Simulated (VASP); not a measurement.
Input of a VASP 6.6.1 run:

Contents of INCAR:

```
PREC = Accurate ; ENCUT = 520
EDIFF = 1E-6 ; ISMEAR = 0
SIGMA = 0.05 ; LREAL = False
LASPH = True ; NELM = 60
ALGO = Normal ; ISIF = 2
LWAVE = False ; LCHARG = False
GGA = PS ; NBANDS = 13
```

KPOINTS

```
regular mesh
0
Gamma
  16 16 16
```

POSCAR

```
Pb
1.0
    0.0000000000      2.3622525827      2.3622525827
    2.3622525827      0.0000000000      2.3622525827
    2.3622525827      2.3622525827      0.0000000000
Pb
1
Direct
    0.0000000000      0.0000000000      0.0000000000
```

Potentials or basis: VASP PAW PBE potentials, release 64 (Pb_d).

Command:

```sh
$ cat potpaw_PBE.64/Pb_d/POTCAR > POTCAR
$ mpirun -np 1 vasp_std > vasp.out
```

Problem. What does it give for the band gap on the k mesh?

Solution. Zero (band 7 reaches 17.33 eV, above the bottom of band 8 at 6.78 eV).

Problem. Predict the pressure.

Solution. 8.5 GPa.

Caveat: the PAW data sets were made with another functional, which shifts forces and pressure a little; spin-orbit coupling is left out, which moves the levels of the heavy elements.
